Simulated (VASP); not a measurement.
A run of VASP 6.6.1 is set up as follows.

File INCAR:

```
PREC     = Accurate       # precision mode
ENCUT    = 520            # plane-wave cutoff, eV
EDIFF    = 1E-7           # SCF threshold, eV
ISMEAR   = 0              # smearing method
SIGMA    = 0.1            # smearing width, eV
LREAL    = False          # projectors in reciprocal space
LASPH    = True           # aspherical terms in the spheres
NELM     = 80             # most SCF steps
ALGO     = Normal         # electronic algorithm
ISIF     = 2              # what is computed and relaxed
LWAVE    = False          # write WAVECAR
LCHARG   = False          # write CHGCAR
GGA      = PE             # functional
NBANDS   = 36             # bands
```

Contents of KPOINTS:

```
regular mesh
0
Gamma
  6 6 2
```

Contents of POSCAR:

```
ZnCd2Se3
1.0
    4.0810604100      0.0000000000      0.0000000000
   -2.0405302100      3.5343019900      0.0000000000
    0.0000000000      0.0000000000     10.0106681700
Zn Cd Se
1 2 3
Direct
    0.0000000000      0.0000000000      0.0000000000
    0.3333333300      0.6666666700      0.6616931600
    0.6666666700      0.3333333300      0.3383068400
    0.0000000000      0.0000000000      0.5000000000
    0.3333333300      0.6666666700      0.1769821900
    0.6666666700      0.3333333300      0.8230178100
```

Potentials or basis: VASP PAW PBE potentials, release 64 (Zn, Cd, Se).

Run with:

```console
$ cat potpaw_PBE.64/Zn/POTCAR potpaw_PBE.64/Cd/POTCAR potpaw_PBE.64/Se/POTCAR > POTCAR
$ mpirun -np 1 vasp_std > vasp.out
```

Estimate the largest force.

0.972 eV/Å.

Predict the band gap on the k mesh.

zero (band 27 reaches 1.83 eV, above the bottom of band 28 at 1.35 eV).

Forces on the atoms (eV/Å):
```
Zn   0.000  0.000  0.000
Cd   0.000  0.000  0.192
Cd   0.000  0.000 -0.192
Se   0.000  0.000  0.000
Se   0.000  0.000 -0.972
Se   0.000  0.000  0.972
```
